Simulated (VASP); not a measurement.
# C (Fd-3m) in VASP: a series of runs

Aim: see how the results for C move with the level of theory and the settings. Levels: PBE, PBE+D4. Tasks: single point.

All numbers are computed with VASP 6.6.1; they aren't measurements. Logs are shortened: lines on timing, memory, paths and dates and some standing lists are left out, and cuts for length are marked.

### 1 The cell of the first run

The structure is cubic, space group Fd-3m (No. 227). The conventional cell has a = 3.567 Å, b = 3.567 Å, c = 3.567 Å, α = 90.00°, β = 90.00°, γ = 90.00°. C (site symmetry -43m) has 4 C at 1.54 Å within 2.1 Å.

### 2 Single point, PBE

Input file INCAR:

```
SYSTEM = C
PREC = Accurate ; ENCUT = 520
EDIFF = 1E-6 ; ISMEAR = 0
SIGMA = 0.03 ; LREAL = .FALSE.
LASPH = .TRUE. ; NELM = 100
ALGO = Normal ; ISIF = 2
LWAVE = .FALSE. ; LCHARG = .FALSE.
GGA = PE ; NBANDS = 11
```

Input file KPOINTS:

```
Automatic mesh
0
G
  13 13 13
  0 0 0
```

Input file POSCAR:

```
C
1.0
    0.0000000000      1.7833700000      1.7833700000
    1.7833700000      0.0000000000      1.7833700000
    1.7833700000      1.7833700000      0.0000000000
C
2
Direct
    0.7500000000      0.7500000000      0.7500000000
    0.5000000000      0.5000000000      0.5000000000
```

Potentials or basis: VASP PAW PBE potentials, release 64 (C).

Launch:

```sh
$ cat potpaw_PBE.64/C/POTCAR > POTCAR
$ mpirun -np 1 vasp_std > vasp.out
```

OUTCAR:

```text
SYSTEM = C
   PREC = Accurate
   ENCUT = 520
   EDIFF = 1E-6
   ISMEAR = 0
   LREAL = .FALSE.
   LASPH = .TRUE.
   NELM = 100
   ISIF = 2
   GGA = PE

 ion  position               nearest neighbor table
   1  0.750  0.750  0.750-   2 1.54   2 1.54   2 1.54   2 1.54
   2  0.500  0.500  0.500-   1 1.54   1 1.54   1 1.54   1 1.54

  LATTYP: Found a face centered cubic cell.
 ALAT       =     3.5667400000

  Lattice vectors:

 A1 = (   0.0000000000,   1.7833700000,   1.7833700000)
 A2 = (   1.7833700000,   0.0000000000,   1.7833700000)
 A3 = (   1.7833700000,   1.7833700000,   0.0000000000)

Analysis of symmetry for initial positions (statically):
=====================================================================
 Subroutine PRICEL returns:
 Original cell was already a primitive cell.

 Routine SETGRP: Setting up the symmetry group for a
 face centered cubic supercell.

 Subroutine GETGRP returns: Found 48 space group operations
 (whereof 24 operations were pure point group operations)
 out of a pool of 48 trial point group operations.

The static configuration has the point symmetry T_d .
 The point group associated with its full space group is O_h .

Analysis of symmetry for dynamics (positions and initial velocities):
=====================================================================
 Subroutine PRICEL returns:
 Original cell was already a primitive cell.

 Routine SETGRP: Setting up the symmetry group for a
 face centered cubic supercell.

 Subroutine GETGRP returns: Found 48 space group operations
 (whereof 24 operations were pure point group operations)
 out of a pool of 48 trial point group operations.

The dynamic configuration has the point symmetry T_d .
 The point group associated with its full space group is O_h .

 Subroutine INISYM returns: Found 48 space group operations
 (whereof 24 operations are pure point group operations),
 and found     1 'primitive' translations

----------------------------------------------------------------------------------------

                                     Primitive cell

  volume of cell :      11.3437

  direct lattice vectors                    reciprocal lattice vectors
     0.000000000  1.783370000  1.783370000    -0.280368067  0.280368067  0.280368067
     1.783370000  0.000000000  1.783370000     0.280368067 -0.280368067  0.280368067
     1.783370000  1.783370000  0.000000000     0.280368067  0.280368067 -0.280368067

  length of vectors
     2.522066041  2.522066041  2.522066041     0.485611737  0.485611737  0.485611737

  position of ions in fractional coordinates (direct lattice)
     0.750000000  0.750000000  0.750000000
     0.500000000  0.500000000  0.500000000

  ion indices of the primitive-cell ions
   primitive index   ion index
                 1           1
                 2           2

----------------------------------------------------------------------------------------

 KPOINTS: Automatic mesh

Automatic generation of k-mesh.
 Grid dimensions read from file:
 generate k-points for:   13   13   13

 Generating k-lattice:

  Cartesian coordinates                     Fractional coordinates (reciprocal lattice)
    -0.021566774  0.021566774  0.021566774     0.076923077  0.000000000  0.000000000
     0.021566774 -0.021566774  0.021566774     0.000000000  0.076923077  0.000000000
     0.021566774  0.021566774 -0.021566774     0.000000000  0.000000000  0.076923077

  Length of vectors
     0.037354749  0.037354749  0.037354749

  Shift w.r.t. Gamma in fractional coordinates (k-lattice)
     0.000000000  0.000000000  0.000000000

 Subroutine IBZKPT returns following result:
 ===========================================

 Found     84 irreducible k-points:

 Following reciprocal coordinates:
            Coordinates               Weight
  0.000000  0.000000  0.000000      1.000000
  0.076923  0.000000  0.000000      8.000000
  0.153846  0.000000  0.000000      8.000000
  0.230769  0.000000  0.000000      8.000000
  0.307692  0.000000  0.000000      8.000000
  0.384615  0.000000  0.000000      8.000000
[... 16 lines left out ...]
  0.384615  0.153846  0.000000     24.000000
  0.461538  0.153846  0.000000     24.000000
 [... further k-points ...]
   k-points           NKPTS =     84   k-points in BZ     NKDIM =     84   number of bands    NBANDS=     11
   number of dos      NEDOS =    301   number of ions     NIONS =      2
   total plane-waves  NPLWV =   8000
   dimension x,y,z NGX =    20 NGY =   20 NGZ =   20
   dimension x,y,z NGXF=    40 NGYF=   40 NGZF=   40
   ions per type =               2
   NGX,Y,Z   is equivalent  to a cutoff of  13.18, 13.18, 13.18 a.u.
   NGXF,Y,Z  is equivalent  to a cutoff of  26.37, 26.37, 26.37 a.u.
 SYSTEM =  C
   PREC   = accura    normal or accurate (medium, high low for compatibility)
   ISTART =      0    job   : 0-new  1-cont  2-samecut
   ICHARG =      2    charge: 1-file 2-atom 10-const
   ISPIN  =      1    spin polarized calculation?
   LNONCOLLINEAR =      F non collinear calculations
   LSORBIT =      F    spin-orbit coupling
   LASPH  =      T    aspherical Exc in radial PAW
   ENCUT  =  520.0 eV  38.22 Ry    6.18 a.u.   4.69  4.69  4.69*2*pi/ulx,y,z
   NELM   =    100;   NELMIN=  2; NELMDL= -5     # of ELM steps
   EDIFF  = 0.1E-05   stopping-criterion for ELM
   LREAL  =      F    real-space projection
   EDIFFG = 0.1E-04   stopping-criterion for IOM
   NSW    =      0    number of steps for IOM
   IBRION =     -1    ionic relax: 0-MD 1-quasi-New 2-CG
   NFREE  =      0    steps in history (QN), initial steepest desc. (CG)
   ISIF   =      2    stress and relaxation
   ISYM   =      2    0-nonsym 1-usesym 2-fastsym
   POTIM  = 0.5000    time-step for ionic-motion
   TEBEG  =    0.0;   TEEND  =   0.0 temperature during run
   PSTRESS=    0.0 pullay stress
   NELECT =       8.0000    total number of electrons
   NUPDOWN=      -1.0000    fix difference up-down
   EMIN   =  10.00;   EMAX   =-10.00  energy-range for DOS
   EFERMI =   0.00;   METHOD = LEGACY
   ISMEAR =     0;   SIGMA  =   0.03  broadening in eV -4-tet -1-fermi 0-gaus
   EFERMI_NEDOS =   21; number of points for ismear=-14 and -15
   IALGO  =     38    algorithm
   IMIX   =      4    mixing-type and parameters
     AMIX     =   0.40;   BMIX     =  1.00
     AMIX_MAG =   1.60;   BMIX_MAG =  1.00
  volume/ion in A,a.u.               =       5.67        38.28
  Fermi-wavevector in a.u.,A,eV,Ry     =   1.457203  2.753714 28.891161  2.123440
  Thomas-Fermi vector in A             =   2.574032
   LORBIT       =      0    0 simple, 1 ext, 2 COOP (PROOUT), +10 PAW based schemes
   GGA     = PE    functional components
   LHFCALC =     F    Hartree Fock is set to
   AEXX    =    0.0000 exact exchange contribution
   IVDW    =     0    specifies the selected vdW correction
   LEPSILON=     F    determine dielectric tensor
   LRPA    =     F    only Hartree local field effects (RPA)
 non-spin polarized calculation
 Gauss-broadening in eV      SIGMA  =   0.03
  energy-cutoff  :      520.00
  volume of cell :       11.34
 maximum number of plane-waves:       322
   NGX =  9   NGY =  9   NGZ =  9

 number of electron       7.9999999 magnetization

 Free energy of the ion-electron system (eV)
  ---------------------------------------------------
  ext. energy  EPLUGINS =         0.00000000
  ---------------------------------------------------
  free energy    TOTEN  =       -18.18525573 eV

  energy without entropy =      -18.18525573  energy(sigma->0) =      -18.18525573

 E-fermi :   9.8941     XC(G=0): -13.2509

 val. band max:        9.7301062733   @ k =   0.0000   0.0000   0.0000
 cond. band min:      13.8718908178   @ k =   0.3846   0.3846   0.0000
 fundamental gap:      4.1417845445
 Fermi energy:         9.8941006825

 k-point     1 :       0.0000    0.0000    0.0000
  band No.  band energies     occupation
      1     -11.7473      2.00000
      2       9.7301      2.00000
      3       9.7301      2.00000
      4       9.7301      2.00000
      5      15.3200      0.00000
      6      15.3200      0.00000
      7      15.3200      0.00000
      8      23.0620      0.00000
      9      29.0239      0.00000
     10      36.2645      0.00000
     11      36.2645      0.00000

 k-point     2 :       0.0769    0.0000    0.0000
  band No.  band energies     occupation
      1     -11.5833      2.00000
      2       8.6648      2.00000
      3       9.4513      2.00000
      4       9.4513      2.00000
      5      15.6850      0.00000
      6      15.6850      0.00000
      7      15.9487      0.00000
      8      23.2029      0.00000
      9      29.3001      0.00000
     10      34.3031      0.00000
     11      34.3031      0.00000

 k-point     3 :       0.1538    0.0000    0.0000
  band No.  band energies     occupation
      1     -11.0932      2.00000
      2       6.3968      2.00000
      3       8.8227      2.00000
      4       8.8227      2.00000
      5      16.5125      0.00000
      6      16.5125      0.00000
      7      16.9738      0.00000
      8      23.6118      0.00000
      9      29.9143      0.00000
     10      32.7178      0.00000
     11      32.7178      0.00000

 k-point     4 :       0.2308    0.0000    0.0000
  band No.  band energies     occupation
      1     -10.2829      2.00000
      2       3.7968      2.00000
      3       8.1417      2.00000
      4       8.1417      2.00000
      5      17.3487      0.00000
      6      17.3487      0.00000
      7      17.7355      0.00000
      8      24.2082      0.00000
      9      30.3783      0.00000
     10      32.1086      0.00000
     11      32.1086      0.00000
[... 239 lines left out ...]
 k-point    22 :       0.3077    0.1538    0.0000
  band No.  band energies     occupation
      1      -9.3724      2.00000
      2       3.1492      2.00000
      3       6.1630      2.00000
      4       6.7617      2.00000
      5      15.6934      0.00000
      6      20.0814      0.00000
      7      20.1767      0.00000
      8      21.8253      0.00000
      9      30.3304      0.00000
     10      31.2994      0.00000
     11      36.3358      0.00000

 k-point    23 :       0.3846    0.1538    0.0000
  band No.  band energies     occupation
      1      -8.1692      2.00000
      2       0.7340      2.00000
      3       5.8672      2.00000
      4       5.9945      2.00000
      5      16.3807      0.00000
      6      20.4424      0.00000
      7      20.4561      0.00000
      8      22.3879      0.00000
      9      30.9593      0.00000
     10      31.6652      0.00000
     11      36.7103      0.00000

 k-point    24 :       0.4615    0.1538    0.0000
  band No.  band energies     occupation
      1      -6.7339      2.00000
      2      -1.5075      2.00000
      3       5.2987      2.00000
      4       5.8280      2.00000
      5      16.8132      0.00000
      6      20.3145      0.00000
      7      20.6233      0.00000
      8      23.6483      0.00000
      9      30.3377      0.00000
     10      33.0166      0.00000
     11      36.8014      0.00000

 [... further k-points ...]
[... 5 lines left out ...]
  --------------------------------------------------------------------------------------
  -------------------------------------------------------------------------------------
  Total        0.1739825      0.1739825      0.1739825      0.0000000      0.0000000      0.0000000
  in kB       24.5732070     24.5732070     24.5732070      0.0000000      0.0000000      0.0000000
  external PRESSURE =      24.5732070 kB  Pullay stress =       0.0000000 kB

 VOLUME and BASIS-vectors are now :
 -----------------------------------------------------------------------------
  energy-cutoff  :      520.00
  volume of cell :       11.34
      direct lattice vectors                 reciprocal lattice vectors
     0.000000000  1.783370000  1.783370000    -0.280368067  0.280368067  0.280368067
     1.783370000  0.000000000  1.783370000     0.280368067 -0.280368067  0.280368067
     1.783370000  1.783370000  0.000000000     0.280368067  0.280368067 -0.280368067

 POSITION                                       TOTAL-FORCE (eV/Angst)
 -----------------------------------------------------------------------------------
      2.67505      2.67505      2.67505        -0.000000     -0.000000     -0.000000
      1.78337      1.78337      1.78337         0.000000      0.000000      0.000000
 -----------------------------------------------------------------------------------
    total drift:                                0.000000     -0.000000      0.000000

  FREE ENERGIE OF THE ION-ELECTRON SYSTEM (eV)
  ---------------------------------------------------
  free  energy   TOTEN  =       -18.1852557273 eV

  energy  without entropy=      -18.1852557273  energy(sigma->0) =      -18.18525573
```

Run time: 8.5 s. Hardware: 1 thread of AMD EPYC 7R13 (Zen 3), shared host; peak memory 0.09 GiB.

Results:

```yaml
Free_energy: -18.1853 eV
Pressure: 2.5 GPa
Band_gap_on_the_k_mesh: 4.14 eV, indirect (least direct gap 5.59 eV)
```

A k mesh can miss the band edges. As with any semilocal functional, this PBE gap is likely too small.

(Part 1 of 2 ends here.)
